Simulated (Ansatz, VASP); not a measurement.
## Sb: VASP beside Ansatz

File INCAR:

```
SYSTEM = Sb
PREC = Accurate ; ENCUT = 520
EDIFF = 1E-6 ; ISMEAR = -1
SIGMA = 0.05 ; LREAL = .False.
LASPH = .True. ; NELM = 80
ALGO = Normal ; ISIF = 2
LWAVE = .False. ; LCHARG = .False.
GGA = PE ; NBANDS = 12
```

File KPOINTS:

```
regular mesh
0
Gamma
  8 8 8
  0 0 0
```

Contents of POSCAR:

```
Sb
1.0
    2.1250856202      1.2269187549      3.7072099901
   -2.1250856202      1.2269187549      3.7072099901
    0.0000000000     -2.4538375098      3.7072099901
Sb
2
Direct
    0.7665100000      0.7665100000      0.7665100000
    0.2334900000      0.2334900000      0.2334900000
```

Contents of input.yaml:

```yaml
crystal:
  lattice:
    - [2.1250856202, 1.2269187549, 3.7072099901]
    - [-2.1250856202, 1.2269187549, 3.7072099901]
    - [0.0, -2.4538375098, 3.7072099901]
  atoms:
    - { symbol: Sb, position: [0.76651, 0.76651, 0.76651] }
    - { symbol: Sb, position: [0.23349, 0.23349, 0.23349] }
hamiltonian:
  xc: pbe
  pseudopotentials: { kind: paw }
kpoints:
  mp_grid: { grid: [8, 8, 8] }
scf:
  occupations: { method: fermi_dirac, width: 0.05 }
output:
  forces: true
  stress: true
  eigenvalues: true
  write_density: true
  write_potential: true
  elf: true
  volumetric_format: npy
```

Alike in both runs: task single point; functional PBE; k mesh 8 × 8 × 8; occupations fermi-dirac, width 0.05 eV; no spin polarisation.

|  | VASP | Ansatz |
| --- | --- | --- |
| version | VASP 6.6.1 | Ansatz 0.2.0 |
| potentials or method | VASP PAW PBE potentials, release 64 (Sb) | Ansatz PAW |
| plane-wave cutoff (eV) | 520 | 420 |
| valence electrons in the cell | 10 | 30 |

```tsv
	VASP	Ansatz	Ansatz less VASP
gap on the k mesh at the Fermi level (eV)	none	none	-
pressure (GPa)	5.6	5.5	-0.12
traceless stress, the component that is largest in VASP (GPa)	-0.77	-0.71	+0.059
rms of the force components (eV/Å)	0.254	0.225	-0.0292
```

Atom by atom the forces differ by 0.029 eV/Å (rms over components). A gap of «none» marks a metal or a gap that the smearing closes. The functional is the same, so the differences come from potentials, cutoffs and numerics. VASP's potentials hold 10 valence electrons a cell and Ansatz's 30, so a difference there can come from the potentials and not from the codes.

Spin-orbit coupling is off throughout.
